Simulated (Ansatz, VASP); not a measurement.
**Two plane-wave programs on CdF2**

```xyz
3
Lattice="0.0000 2.6892 2.9137 2.6892 0.0000 2.9137 2.6892 2.6892 0.0000" Properties=species:S:1:pos:R:3 pbc="T T T"
Cd    0.0000    0.0000    0.0000
F     1.3446    1.3446    1.4568
F     4.0337    4.0337    4.3705
```

Alike in both runs: task single point; functional PBEsol; k mesh 8 × 8 × 8; occupations gaussian, width 0.05 eV; no spin polarisation.

|  | VASP | Ansatz |
| --- | --- | --- |
| version | VASP 6.6.1 | Ansatz 0.2.0 |
| potentials or method | VASP PAW PBE potentials, release 64 (Cd, F), cutoff 520 eV | scalar-relativistic, plane waves, PAW |
| valence electrons in the cell | 26 | 34 |

|  | VASP | Ansatz | Ansatz less VASP |
| --- | --- | --- | --- |
| gap on the k mesh at the Fermi level (eV) | 2.49 | 2.51 | +0.028 |
| least direct gap on the mesh (eV) | 3.04 | 3.07 | +0.027 |
| pressure (GPa) | -6.5 | -7.0 | -0.47 |
| traceless stress, the component that is largest in VASP (GPa) | -5.58 | -5.65 | -0.074 |

VASP's potentials were made for PBE, not for PBEsol. With one functional, cell and mesh, what is left measures potentials, basis and numerics. VASP's potentials hold 26 valence electrons a cell and Ansatz's 34, so a difference there can come from the potentials and not from the codes.
